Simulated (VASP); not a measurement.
# AgBr (I4/mmm) in VASP: a series of runs, part 2 of 3

VASP 6.6.1. Earlier steps stand in the parts before.

### 3 Electric field gradients, LDA (zz strain of -1 %)

INCAR

```
PREC     = Accurate       # precision mode
ENCUT    = 400            # plane-wave cutoff, eV
EDIFF    = 1E-8           # SCF threshold, eV
ISMEAR   = -1             # smearing method
SIGMA    = 0.03           # smearing width, eV
LREAL    = False          # projectors in reciprocal space
LASPH    = True           # aspherical terms in the spheres
NELM     = 120            # most SCF steps
ALGO     = Normal         # electronic algorithm
ISIF     = 2              # what is computed and relaxed
LWAVE    = False          # write WAVECAR
LCHARG   = False          # write CHGCAR
LEFG     = True         
NBANDS   = 16             # bands
GGA_COMPAT= False
```

KPOINTS

```
regular mesh
0
Gamma
  7 7 7
```

POSCAR

```
AgBr
1.0
    0.0000000000      2.8860500000      2.8571895000
    2.8860500000      0.0000000000      2.8571895000
    2.8860500000      2.8860500000      0.0000000000
Ag Br
1 1
Direct
    0.5000000000      0.5000000000      0.5000000000
    0.0000000000      0.0000000000      0.0000000000
```

Potentials or basis: VASP PAW LDA potentials, release 64 (Ag, Br).

On the command line:

```console
$ cat potpaw_LDA.64/Ag/POTCAR potpaw_LDA.64/Br/POTCAR > POTCAR
$ mpirun -np 1 vasp_std > vasp.out
```

OUTCAR:

```text
PREC = Accurate
   ENCUT = 400
   EDIFF = 1E-8
   ISMEAR = -1
   LREAL = False
   LASPH = True
   NELM = 120
   ISIF = 2

 ion  position               nearest neighbor table
   1  0.500  0.500  0.500-   2 2.86   2 2.86   2 2.89   2 2.89   2 2.89   2 2.89
   2  0.000  0.000  0.000-   1 2.86   1 2.86   1 2.89   1 2.89   1 2.89   1 2.89

  LATTYP: Found a body centered tetragonal cell.
 ALAT       =     4.0814910517
 C/A-ratio  =     1.4000714267

  Lattice vectors:

 A1 = (   0.0000000000,  -2.8860500000,  -2.8571895000)
 A2 = (   0.0000000000,   2.8860500000,  -2.8571895000)
 A3 = (   2.8860500000,   0.0000000000,   2.8571895000)

Analysis of symmetry for initial positions (statically):
=====================================================================
 Subroutine PRICEL returns:
 Original cell was already a primitive cell.

 Routine SETGRP: Setting up the symmetry group for a
 body centered tetragonal supercell.

 Subroutine GETGRP returns: Found 16 space group operations
 (whereof 16 operations were pure point group operations)
[... 644 lines left out ...]
     2.886050000  0.000000000  2.857189500     0.173247172 -0.173247172  0.174997143
     2.886050000  2.886050000  0.000000000     0.173247172  0.173247172 -0.174997143

 POSITION                                       TOTAL-FORCE (eV/Angst)
 -----------------------------------------------------------------------------------
      2.88605      2.88605      2.85719         0.000000      0.000000      0.000000
      0.00000      0.00000      0.00000        -0.000000     -0.000000      0.000000
 -----------------------------------------------------------------------------------
    total drift:                                0.000000      0.000000      0.000000

  FREE ENERGIE OF THE ION-ELECTRON SYSTEM (eV)
  ---------------------------------------------------
  free  energy   TOTEN  =        -6.3512874285 eV

  energy  without entropy=       -6.3512810190  energy(sigma->0) =       -6.35128422

 Electric field gradients (V/A^2)
---------------------------------------------------------------------
 ion       V_xx      V_yy      V_zz      V_xy      V_xz      V_yz
---------------------------------------------------------------------
   1       2.900     2.900    -5.800    -0.001    -0.002    -0.002
   2      -5.217    -5.217    10.433     0.000     0.000     0.000
---------------------------------------------------------------------

 Electric field gradients after diagonalization (V/A^2)
 (convention: |V_zz| > |V_xx| > |V_yy|)
----------------------------------------------------------------------
 ion       V_xx      V_yy      V_zz     asymmetry (V_yy - V_xx)/ V_zz
----------------------------------------------------------------------
   1       2.901     2.899    -5.800       0.000
   2      -5.217    -5.216    10.433       0.000
----------------------------------------------------------------------

           NMR quadrupolar parameters

 Cq : quadrupolar parameter    Cq=e*Q*V_zz/h
 eta: asymmetry parameters     (V_yy - V_xx)/ V_zz
 Q  : nuclear electric quadrupole moment in mb (millibarn)
----------------------------------------------------------------------
 ion       Cq(MHz)       eta       Q (mb)
----------------------------------------------------------------------
   1      -0.014       0.000       1.000
   2       0.025       0.000       1.000
----------------------------------------------------------------------
```

OSZICAR:

```text
N       E                     dE             d eps       ncg     rms          rms(c)
DAV:   1     0.737072291425E+02    0.73707E+02   -0.71726E+03  1288   0.813E+02
DAV:   2    -0.428128217992E+01   -0.77989E+02   -0.72304E+02  1608   0.185E+02
DAV:   3    -0.645773573265E+01   -0.21765E+01   -0.21720E+01  1552   0.315E+01
DAV:   4    -0.646578412234E+01   -0.80484E-02   -0.80481E-02  1672   0.226E+00
DAV:   5    -0.646585126611E+01   -0.67144E-04   -0.67143E-04  1576   0.197E-01    0.606E+00
DAV:   6    -0.635893921861E+01    0.10691E+00   -0.20474E-01  1568   0.631E+00    0.410E+00
DAV:   7    -0.635281173719E+01    0.61275E-02   -0.35537E-02  1488   0.130E+00    0.161E+00
DAV:   8    -0.635138070222E+01    0.14310E-02   -0.25257E-03  1504   0.474E-01    0.238E-01
DAV:   9    -0.635128539697E+01    0.95305E-04   -0.27965E-04  1680   0.188E-01    0.445E-02
DAV:  10    -0.635128628293E+01   -0.88596E-06   -0.12156E-05  1568   0.511E-02    0.170E-02
DAV:  11    -0.635128759834E+01   -0.13154E-05   -0.34282E-06  1640   0.137E-02    0.445E-03
DAV:  12    -0.635128742585E+01    0.17248E-06   -0.30902E-07  1520   0.468E-03    0.168E-03
DAV:  13    -0.635128742849E+01   -0.26362E-08   -0.60489E-08  1616   0.164E-03
   1 F= -.63512874E+01 E0= -.63512842E+01  d E =-.640951E-05
```

stdout:

```text
POSCAR found type information on POSCAR AgBr
 POSCAR found :  2 types and       2 ions
 scaLAPACK will be used
 LDA part: xc-table for (Slater(with rela. corr.)+CA(PZ))
 , standard interpolation
 POSCAR, INCAR and KPOINTS ok, starting setup
 FFT: planning ... GRIDC
 FFT: planning ... GRID_SOFT
 FFT: planning ... GRID
 WAVECAR not read
 entering main loop
ion   1

ion   2
```

It took 45 s on 1 thread of Intel Xeon 8259CL, shared host; peak memory 0.15 GiB.

Results:

```yaml
Free_energy: -6.3513 eV
Pressure: -4.6 GPa
Band_gap_on_the_k_mesh: 0.46 eV (least direct gap 2.30 eV)
Largest_electric_field_gradient_by_atom: Ag -5.8; Br +10.4 V/Å²
```

Levels at points of the mesh, in eV from the valence-band top:
| k point | band 5 | band 6 | band 7 | band 8 | band 9 | band 10 | band 11 | band 12 | band 13 | band 14 |
| --- | --- | --- | --- | --- | --- | --- | --- | --- | --- | --- |
| (0.00, 0.00, 0.00) | -2.79 | -2.78 | -1.89 | -1.85 | -1.85 | 0.46 | 9.87 | 9.87 | 9.90 | 10.94 |

Electric field gradients, principal values (V/Å²):
| atom | least | middle | greatest (by size) |
| --- | --- | --- | --- |
| 1 Ag | 2.899 | 2.901 | -5.800 |
| 2 Br | -5.216 | -5.217 | 10.433 |

Caveat: the cell differs from its parent crystal (zz strain of -1 %); the cell stands under tension; without QUAD_EFG the Cq values of the log hold for a quadrupole moment of 1 mb, not for the nuclei; an odd mesh through Γ misses points on the zone boundary, where band edges can lie.

### 4 Electric field gradients, LDA (zz strain of -1 %)

INCAR

```
SYSTEM = AgBr
  ALGO = Normal
  EDIFF = 1E-8
  ENCUT = 400
  GGA_COMPAT = .FALSE.
  ISIF = 2
  ISMEAR = -1
  LASPH = .TRUE.
  LCHARG = .FALSE.
  LEFG = .TRUE.
  LREAL = .FALSE.
  LWAVE = .FALSE.
  NBANDS = 16
  NELM = 120
  PREC = Accurate
  SIGMA = 0.03
```

KPOINTS

```
k-points
0
G
  7 7 7
  0 0 0
```

POSCAR is that of step 3.

Potentials or basis: VASP PAW LDA potentials, release 64 (Ag, Br).

On the command line:

```console
$ cat potpaw_LDA.64/Ag/POTCAR potpaw_LDA.64/Br/POTCAR > POTCAR
$ mpirun -np 1 vasp_std > vasp.out
```

OUTCAR:

```text
SYSTEM = AgBr
   EDIFF = 1E-8
   ENCUT = 400
   ISIF = 2
   ISMEAR = -1
   LASPH = .TRUE.
   LREAL = .FALSE.
   NELM = 120
   PREC = Accurate

 ion  position               nearest neighbor table
   1  0.500  0.500  0.500-   2 2.86   2 2.86   2 2.89   2 2.89   2 2.89   2 2.89
   2  0.000  0.000  0.000-   1 2.86   1 2.86   1 2.89   1 2.89   1 2.89   1 2.89

  LATTYP: Found a body centered tetragonal cell.
 ALAT       =     4.0814910517
 C/A-ratio  =     1.4000714267

  Lattice vectors:

 A1 = (   0.0000000000,  -2.8860500000,  -2.8571895000)
 A2 = (   0.0000000000,   2.8860500000,  -2.8571895000)
 A3 = (   2.8860500000,   0.0000000000,   2.8571895000)

Analysis of symmetry for initial positions (statically):
=====================================================================
 Subroutine PRICEL returns:
 Original cell was already a primitive cell.

 Routine SETGRP: Setting up the symmetry group for a
 body centered tetragonal supercell.

[... 644 lines left out ...]
      direct lattice vectors                 reciprocal lattice vectors
     0.000000000  2.886050000  2.857189500    -0.173247172  0.173247172  0.174997143
     2.886050000  0.000000000  2.857189500     0.173247172 -0.173247172  0.174997143
     2.886050000  2.886050000  0.000000000     0.173247172  0.173247172 -0.174997143

 POSITION                                       TOTAL-FORCE (eV/Angst)
 -----------------------------------------------------------------------------------
      2.88605      2.88605      2.85719         0.000000      0.000000      0.000000
      0.00000      0.00000      0.00000        -0.000000     -0.000000      0.000000
 -----------------------------------------------------------------------------------
    total drift:                                0.000000      0.000000      0.000000

  FREE ENERGIE OF THE ION-ELECTRON SYSTEM (eV)
  ---------------------------------------------------
  free  energy   TOTEN  =        -6.3512874285 eV

  energy  without entropy=       -6.3512810190  energy(sigma->0) =       -6.35128422

 Electric field gradients (V/A^2)
---------------------------------------------------------------------
 ion       V_xx      V_yy      V_zz      V_xy      V_xz      V_yz
---------------------------------------------------------------------
   1       2.900     2.900    -5.800    -0.001    -0.002    -0.002
   2      -5.217    -5.217    10.433     0.000     0.000     0.000
---------------------------------------------------------------------

 Electric field gradients after diagonalization (V/A^2)
 (convention: |V_zz| > |V_xx| > |V_yy|)
----------------------------------------------------------------------
 ion       V_xx      V_yy      V_zz     asymmetry (V_yy - V_xx)/ V_zz
----------------------------------------------------------------------
   1       2.901     2.899    -5.800       0.000
   2      -5.217    -5.216    10.433       0.000
----------------------------------------------------------------------

           NMR quadrupolar parameters

 Cq : quadrupolar parameter    Cq=e*Q*V_zz/h
 eta: asymmetry parameters     (V_yy - V_xx)/ V_zz
 Q  : nuclear electric quadrupole moment in mb (millibarn)
----------------------------------------------------------------------
 ion       Cq(MHz)       eta       Q (mb)
----------------------------------------------------------------------
   1      -0.014       0.000       1.000
   2       0.025       0.000       1.000
----------------------------------------------------------------------
```

OSZICAR:

```text
N       E                     dE             d eps       ncg     rms          rms(c)
DAV:   1     0.737072291425E+02    0.73707E+02   -0.71726E+03  1288   0.813E+02
DAV:   2    -0.428128217992E+01   -0.77989E+02   -0.72304E+02  1608   0.185E+02
DAV:   3    -0.645773573265E+01   -0.21765E+01   -0.21720E+01  1552   0.315E+01
DAV:   4    -0.646578412234E+01   -0.80484E-02   -0.80481E-02  1672   0.226E+00
DAV:   5    -0.646585126611E+01   -0.67144E-04   -0.67143E-04  1576   0.197E-01    0.606E+00
DAV:   6    -0.635893921861E+01    0.10691E+00   -0.20474E-01  1568   0.631E+00    0.410E+00
DAV:   7    -0.635281173719E+01    0.61275E-02   -0.35537E-02  1488   0.130E+00    0.161E+00
DAV:   8    -0.635138070222E+01    0.14310E-02   -0.25257E-03  1504   0.474E-01    0.238E-01
DAV:   9    -0.635128539697E+01    0.95305E-04   -0.27965E-04  1680   0.188E-01    0.445E-02
DAV:  10    -0.635128628293E+01   -0.88596E-06   -0.12156E-05  1568   0.511E-02    0.170E-02
DAV:  11    -0.635128759834E+01   -0.13154E-05   -0.34282E-06  1640   0.137E-02    0.445E-03
DAV:  12    -0.635128742585E+01    0.17248E-06   -0.30902E-07  1520   0.468E-03    0.168E-03
DAV:  13    -0.635128742849E+01   -0.26362E-08   -0.60489E-08  1616   0.164E-03
   1 F= -.63512874E+01 E0= -.63512842E+01  d E =-.640951E-05
```

stdout:

```text
POSCAR found type information on POSCAR AgBr
 POSCAR found :  2 types and       2 ions
 scaLAPACK will be used
 LDA part: xc-table for (Slater(with rela. corr.)+CA(PZ))
 , standard interpolation
 POSCAR, INCAR and KPOINTS ok, starting setup
 FFT: planning ... GRIDC
 FFT: planning ... GRID_SOFT
 FFT: planning ... GRID
 WAVECAR not read
 entering main loop
ion   1

ion   2
```

Run time: 46 s. Hardware: 1 thread of Intel Xeon 8259CL, shared host; peak memory 0.15 GiB.

Results:

```
Free energy                             : -6.3513 eV
Pressure                                : -4.6 GPa
Band gap on the k mesh                  : 0.46 eV (least direct gap 2.30 eV)
Largest electric field gradient by atom : Ag -5.8; Br +10.4 V/Å²
```

Stress tensor (GPa, compression positive):
```
-4.65  0.00  0.00
 0.00 -4.65  0.00
 0.00  0.00 -4.47
```

Electric field gradients, principal values (V/Å²):
| atom | least | middle | greatest (by size) |
| --- | --- | --- | --- |
| 1 Ag | 2.899 | 2.901 | -5.800 |
| 2 Br | -5.216 | -5.217 | 10.433 |

Caveat: the cell differs from its parent crystal (zz strain of -1 %); the cell stands under tension; without QUAD_EFG the Cq values of the log hold for a quadrupole moment of 1 mb, not for the nuclei; an odd mesh through Γ misses points on the zone boundary, where band edges can lie.

(Part 2 of 3 ends here.)
